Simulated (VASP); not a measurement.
# ZnCu (Pm-3m) in VASP: a series of runs

Runs on ZnCu. Level: PBE. Tasks: single point.

Program: VASP 6.6.1. These are calculated values, not measurements. Logs are shortened: lines on timing, memory, paths and dates and some standing lists are left out, and cuts for length are marked.

## 1. The cell of the first run

It takes space group Pm-3m (No. 221, cubic). The conventional cell has a = 2.871 Å, b = 2.871 Å, c = 2.871 Å, α = 90.00°, β = 90.00°, γ = 90.00°. Within 3.3 Å of Zn (site symmetry m-3m) lie 8 Cu at 2.49 Å and 6 Zn at 2.87 Å. Cu (site symmetry m-3m) has 8 Zn at 2.49 Å and 6 Cu at 2.87 Å within 3.3 Å.

## 2. Single point, PBE (11.84 Å³/atom)

INCAR reads:

```
ALGO = Fast
EDIFF = 1E-6
ENCUT = 520
GGA = PE
ISIF = 2
ISMEAR = 0
LASPH = True
LCHARG = False
LREAL = False
LWAVE = False
NBANDS = 18
NELM = 60
PREC = Accurate
SIGMA = 0.1
```

KPOINTS reads:

```
k-points
0
Gamma
  14 14 14
```

POSCAR reads:

```
ZnCu
1.0
    2.8714783461      0.0000000000      0.0000000000
    0.0000000000      2.8714783461      0.0000000000
    0.0000000000      0.0000000000      2.8714783461
Zn Cu
1 1
Direct
    0.5000000000      0.5000000000      0.5000000000
    0.0000000000      0.0000000000      0.0000000000
```

Potentials or basis: VASP PAW PBE potentials, release 64 (Zn, Cu).

Command:

```sh
$ cat potpaw_PBE.64/Zn/POTCAR potpaw_PBE.64/Cu/POTCAR > POTCAR
$ mpirun -np 1 vasp_std > vasp.out
```

OUTCAR:

```text
EDIFF = 1E-6
   ENCUT = 520
   GGA = PE
   ISIF = 2
   ISMEAR = 0
   LASPH = True
   LREAL = False
   NELM = 60
   PREC = Accurate

 ion  position               nearest neighbor table
   1  0.500  0.500  0.500-   2 2.49   2 2.49   2 2.49   2 2.49   2 2.49   2 2.49   2 2.49   2 2.49

   2  0.000  0.000  0.000-   1 2.49   1 2.49   1 2.49   1 2.49   1 2.49   1 2.49   1 2.49   1 2.49

  LATTYP: Found a simple cubic cell.
 ALAT       =     2.8714783461

  Lattice vectors:

 A1 = (   2.8714783461,   0.0000000000,   0.0000000000)
 A2 = (   0.0000000000,   2.8714783461,   0.0000000000)
 A3 = (   0.0000000000,   0.0000000000,   2.8714783461)

Analysis of symmetry for initial positions (statically):
=====================================================================
 Subroutine PRICEL returns:
 Original cell was already a primitive cell.

 Routine SETGRP: Setting up the symmetry group for a
 simple cubic supercell.

 Subroutine GETGRP returns: Found 48 space group operations
 (whereof 48 operations were pure point group operations)
 out of a pool of 48 trial point group operations.

The static configuration has the point symmetry O_h .

Analysis of symmetry for dynamics (positions and initial velocities):
=====================================================================
 Subroutine PRICEL returns:
 Original cell was already a primitive cell.

 Routine SETGRP: Setting up the symmetry group for a
 simple cubic supercell.

 Subroutine GETGRP returns: Found 48 space group operations
 (whereof 48 operations were pure point group operations)
 out of a pool of 48 trial point group operations.

The dynamic configuration has the point symmetry O_h .

 Subroutine INISYM returns: Found 48 space group operations
 (whereof 48 operations are pure point group operations),
 and found     1 'primitive' translations

----------------------------------------------------------------------------------------

                                     Primitive cell

  volume of cell :      23.6765

  direct lattice vectors                    reciprocal lattice vectors
     2.871478346  0.000000000  0.000000000     0.348252670  0.000000000  0.000000000
     0.000000000  2.871478346  0.000000000     0.000000000  0.348252670  0.000000000
     0.000000000  0.000000000  2.871478346     0.000000000  0.000000000  0.348252670

  length of vectors
     2.871478346  2.871478346  2.871478346     0.348252670  0.348252670  0.348252670

  position of ions in fractional coordinates (direct lattice)
     0.500000000  0.500000000  0.500000000
     0.000000000  0.000000000  0.000000000

  ion indices of the primitive-cell ions
   primitive index   ion index
                 1           1
                 2           2

----------------------------------------------------------------------------------------

 KPOINTS: k-points

Automatic generation of k-mesh.
 Grid dimensions read from file:
 generate k-points for:   14   14   14

 Generating k-lattice:

  Cartesian coordinates                     Fractional coordinates (reciprocal lattice)
     0.024875191  0.000000000  0.000000000     0.071428571  0.000000000  0.000000000
     0.000000000  0.024875191  0.000000000     0.000000000  0.071428571  0.000000000
     0.000000000  0.000000000  0.024875191     0.000000000  0.000000000  0.071428571

  Length of vectors
     0.024875191  0.024875191  0.024875191

  Shift w.r.t. Gamma in fractional coordinates (k-lattice)
     0.000000000  0.000000000  0.000000000

 Subroutine IBZKPT returns following result:
 ===========================================

 Found    120 irreducible k-points:

 Following reciprocal coordinates:
            Coordinates               Weight
  0.000000  0.000000  0.000000      1.000000
  0.071429  0.000000  0.000000      6.000000
  0.142857  0.000000  0.000000      6.000000
  0.214286  0.000000  0.000000      6.000000
  0.285714  0.000000  0.000000      6.000000
  0.357143  0.000000  0.000000      6.000000
[... 16 lines left out ...]
  0.285714  0.214286  0.000000     24.000000
  0.357143  0.214286  0.000000     24.000000
 [... further k-points ...]
   k-points           NKPTS =    120   k-points in BZ     NKDIM =    120   number of bands    NBANDS=     18
   number of dos      NEDOS =    301   number of ions     NIONS =      2
   total plane-waves  NPLWV =  13824
   dimension x,y,z NGX =    24 NGY =   24 NGZ =   24
   dimension x,y,z NGXF=    48 NGYF=   48 NGZF=   48
   ions per type =               1   1
   NGX,Y,Z   is equivalent  to a cutoff of  13.89, 13.89, 13.89 a.u.
   NGXF,Y,Z  is equivalent  to a cutoff of  27.79, 27.79, 27.79 a.u.
 SYSTEM =  unknown system
   PREC   = accura    normal or accurate (medium, high low for compatibility)
   ISTART =      0    job   : 0-new  1-cont  2-samecut
   ICHARG =      2    charge: 1-file 2-atom 10-const
   ISPIN  =      1    spin polarized calculation?
   LNONCOLLINEAR =      F non collinear calculations
   LSORBIT =      F    spin-orbit coupling
   LASPH  =      T    aspherical Exc in radial PAW
   ENCUT  =  520.0 eV  38.22 Ry    6.18 a.u.   5.34  5.34  5.34*2*pi/ulx,y,z
   NELM   =     60;   NELMIN=  2; NELMDL= -5     # of ELM steps
   EDIFF  = 0.1E-05   stopping-criterion for ELM
   LREAL  =      F    real-space projection
[... 7 lines left out ...]
   TEBEG  =    0.0;   TEEND  =   0.0 temperature during run
   PSTRESS=    0.0 pullay stress
   NELECT =      23.0000    total number of electrons
   NUPDOWN=      -1.0000    fix difference up-down
   EMIN   =  10.00;   EMAX   =-10.00  energy-range for DOS
   EFERMI =   0.00;   METHOD = LEGACY
   ISMEAR =     0;   SIGMA  =   0.10  broadening in eV -4-tet -1-fermi 0-gaus
   EFERMI_NEDOS =   21; number of points for ismear=-14 and -15
   IALGO  =     68    algorithm
   IMIX   =      4    mixing-type and parameters
     AMIX     =   0.40;   BMIX     =  1.00
     AMIX_MAG =   1.60;   BMIX_MAG =  1.00
  volume/ion in A,a.u.               =      11.84        79.89
  Fermi-wavevector in a.u.,A,eV,Ry     =   1.621357  3.063920 35.766961  2.628797
  Thomas-Fermi vector in A             =   2.715146
   LORBIT       =      0    0 simple, 1 ext, 2 COOP (PROOUT), +10 PAW based schemes
   GGA     = PE    functional components
   LHFCALC =     F    Hartree Fock is set to
   AEXX    =    0.0000 exact exchange contribution
   IVDW    =     0    specifies the selected vdW correction
   LEPSILON=     F    determine dielectric tensor
   LRPA    =     F    only Hartree local field effects (RPA)
 non-spin polarized calculation
 RMM-DIIS sequential band-by-band and
 Gauss-broadening in eV      SIGMA  =   0.10
  energy-cutoff  :      520.00
  volume of cell :       23.68
 maximum number of plane-waves:       657
 NGX is ok and might be reduce to    24
   NGX = 11   NGY = 11   NGZ = 11

 number of electron      22.9999979 magnetization

 Free energy of the ion-electron system (eV)
  ---------------------------------------------------
  ext. energy  EPLUGINS =         0.00000000
  ---------------------------------------------------
  free energy    TOTEN  =        -4.91601265 eV

  energy without entropy =       -4.91460322  energy(sigma->0) =       -4.91530794

 E-fermi :   6.3284     XC(G=0): -12.8324

 val. band max:        6.1951018015   @ k =   0.3571   0.2143   0.1429
 cond. band min:       6.3423046654   @ k =   0.4286   0.3571   0.2143
 fundamental gap:      0.1472028639
 Fermi energy:         6.3284409755

 k-point     1 :       0.0000    0.0000    0.0000
  band No.  band energies     occupation
      1      -4.6481      2.00000
      2      -1.8325      2.00000
      3      -1.8325      2.00000
      4      -1.0013      2.00000
      5      -1.0013      2.00000
      6      -1.0013      2.00000
[... 10 lines left out ...]
     17      19.8408      0.00000
     18      30.4940      0.00000

 k-point     2 :       0.0714    0.0000    0.0000
  band No.  band energies     occupation
      1      -4.5505      2.00000
      2      -1.8189      2.00000
      3      -1.8096      2.00000
      4      -1.0105      2.00000
      5      -1.0105      2.00000
      6      -0.9962      2.00000
[... 10 lines left out ...]
     17      20.3723      0.00000
     18      29.4425      0.00000

 k-point     3 :       0.1429    0.0000    0.0000
  band No.  band energies     occupation
      1      -4.2609      2.00000
      2      -1.7806      2.00000
      3      -1.7432      2.00000
      4      -1.0359      2.00000
      5      -1.0359      2.00000
      6      -0.9818      2.00000
[... 10 lines left out ...]
     17      22.2939      0.00000
     18      27.7028      0.00000

 k-point     4 :       0.2143    0.0000    0.0000
  band No.  band energies     occupation
      1      -3.7914      2.00000
      2      -1.7241      2.00000
      3      -1.6382      2.00000
      4      -1.0726      2.00000
      5      -1.0726      2.00000
      6      -0.9608      2.00000
[... 10 lines left out ...]
     17      25.0204      0.00000
     18      26.0295      0.00000

 k-point     5 :       0.2857    0.0000    0.0000
  band No.  band energies     occupation
      1      -3.1735      2.00000
      2      -1.6599      2.00000
      3      -1.4909      2.00000
      4      -1.1132      2.00000
      5      -1.1132      2.00000
      6      -0.9372      2.00000
[... 10 lines left out ...]
     17      24.2097      0.00000
     18      24.4115      0.00000

 k-point     6 :       0.3571    0.0000    0.0000
  band No.  band energies     occupation
      1      -2.5035      2.00000
      2      -1.6006      2.00000
      3      -1.2486      2.00000
      4      -1.1495      2.00000
      5      -1.1495      2.00000
      6      -0.9157      2.00000
[... 307 lines left out ...]
 k-point    21 :       0.5000    0.1429    0.0000
  band No.  band energies     occupation
      1      -1.7681      2.00000
      2      -1.4875      2.00000
      3      -1.4588      2.00000
      4      -1.2091      2.00000
      5      -0.9833      2.00000
      6       0.3484      2.00000
[... 10 lines left out ...]
     17      21.0781      0.00000
     18      21.9463      0.00000

 k-point    22 :       0.2143    0.2143    0.0000
  band No.  band energies     occupation
      1      -3.0157      2.00000
      2      -1.6307      2.00000
      3      -1.4724      2.00000
      4      -1.1204      2.00000
      5      -1.1052      2.00000
      6      -1.0203      2.00000
[... 10 lines left out ...]
     17      24.6466      0.00000
     18      26.1189      0.00000

 k-point    23 :       0.2857    0.2143    0.0000
  band No.  band energies     occupation
      1      -2.5164      2.00000
      2      -1.6034      2.00000
      3      -1.3637      2.00000
      4      -1.1589      2.00000
      5      -1.0430      2.00000
      6      -1.0067      2.00000
[... 10 lines left out ...]
     17      24.7497      0.00000
     18      24.9704      0.00000

 k-point    24 :       0.3571    0.2143    0.0000
  band No.  band energies     occupation
      1      -2.0837      2.00000
      2      -1.6007      2.00000
      3      -1.3107      2.00000
      4      -1.1979      2.00000
      5      -1.0591      2.00000
      6      -0.6140      2.00000
[... 10 lines left out ...]
     17      23.0095      0.00000
     18      23.7984      0.00000

 [... further k-points ...]

------------------------ aborting loop because EDIFF is reached ----------------------------------------

  FORCE on cell =-STRESS in cart. coord.  units (eV):
  Direction    XX          YY          ZZ          XY          YZ          ZX
  --------------------------------------------------------------------------------------
  -------------------------------------------------------------------------------------
  Total        2.1791022      2.1791022      2.1791022      0.0000000     -0.0000000      0.0000000
  in kB      147.4590888    147.4590888    147.4590888      0.0000000     -0.0000000      0.0000000
  external PRESSURE =     147.4590888 kB  Pullay stress =       0.0000000 kB

 VOLUME and BASIS-vectors are now :
 -----------------------------------------------------------------------------
  energy-cutoff  :      520.00
  volume of cell :       23.68
      direct lattice vectors                 reciprocal lattice vectors
     2.871478346  0.000000000  0.000000000     0.348252670  0.000000000  0.000000000
     0.000000000  2.871478346  0.000000000     0.000000000  0.348252670  0.000000000
     0.000000000  0.000000000  2.871478346     0.000000000  0.000000000  0.348252670

 POSITION                                       TOTAL-FORCE (eV/Angst)
 -----------------------------------------------------------------------------------
      1.43574      1.43574      1.43574         0.000000      0.000000      0.000000
      0.00000      0.00000      0.00000         0.000000      0.000000      0.000000
 -----------------------------------------------------------------------------------
    total drift:                                0.000000      0.000000     -0.000000

  FREE ENERGIE OF THE ION-ELECTRON SYSTEM (eV)
  ---------------------------------------------------
  free  energy   TOTEN  =        -4.9160126520 eV

  energy  without entropy=       -4.9146032208  energy(sigma->0) =       -4.91530794
```

Wall time 47 s (1 thread of AMD EPYC 7R13 (Zen 3), shared host); peak memory 0.15 GiB.

What came out:

| Property | Result |
| --- | --- |
| Free energy | -4.9160 eV |
| Pressure | 14.7 GPa |
| Band gap on the k mesh | zero (an odd number of electrons rules out a gap without spin polarisation) |

Caveat: the cell stands under pressure.

## 3. Single point, PBE (12.23 Å³/atom)

This run uses another cell than the first one, of 12.23 Å³/atom.

INCAR reads:

```
SYSTEM = ZnCu
ALGO = Fast ; EDIFF = 1E-7
ENCUT = 520 ; GGA = PE
ISIF = 2 ; ISMEAR = 0
LASPH = .True. ; LCHARG = .False.
LREAL = .False. ; LWAVE = .False.
NBANDS = 18 ; NELM = 60
PREC = Accurate ; SIGMA = 0.1
```

KPOINTS reads:

```
k-points
0
Gamma
  14 14 14
  0 0 0
```

POSCAR reads:

```
ZnCu
1.0
    2.9026925128      0.0000000000      0.0000000000
    0.0000000000      2.9026925128      0.0000000000
    0.0000000000      0.0000000000      2.9026925128
Zn Cu
1 1
Direct
    0.5000000000      0.5000000000      0.5000000000
    0.0000000000      0.0000000000      0.0000000000
```

Potentials or basis: VASP PAW PBE potentials, release 64 (Zn, Cu).

Command:

```sh
$ cat potpaw_PBE.64/Zn/POTCAR potpaw_PBE.64/Cu/POTCAR > POTCAR
$ mpirun -np 1 vasp_std > vasp.out
```

Wall time 55 s (1 thread of AMD EPYC 7R13 (Zen 3), shared host); peak memory 0.15 GiB.

The run converged. Its results:

- Free energy: -4.9729 eV
- Pressure: 8.9 GPa
- Band gap on the k mesh: zero (an odd number of electrons rules out a gap without spin polarisation)

Levels at points of the mesh, in eV from the Fermi level:
```csv
k point,band 9,band 10,band 11,band 12,band 13,band 14,band 15,band 16
"(0.00, 0.00, 0.00)",-2.83,-2.83,-2.83,6.37,6.37,6.37,11.51,11.51
"(0.50, 0.00, 0.00)",-3.43,-3.43,-2.92,-2.07,12.08,12.08,12.69,12.69
"(0.50, 0.50, 0.00)",-2.99,-2.59,-2.05,-2.05,1.93,2.26,14.39,15.86
"(0.50, 0.50, 0.50)",-2.57,-2.57,4.15,4.42,4.42,4.42,4.63,4.63
```

Caveat: the cell stands under pressure.
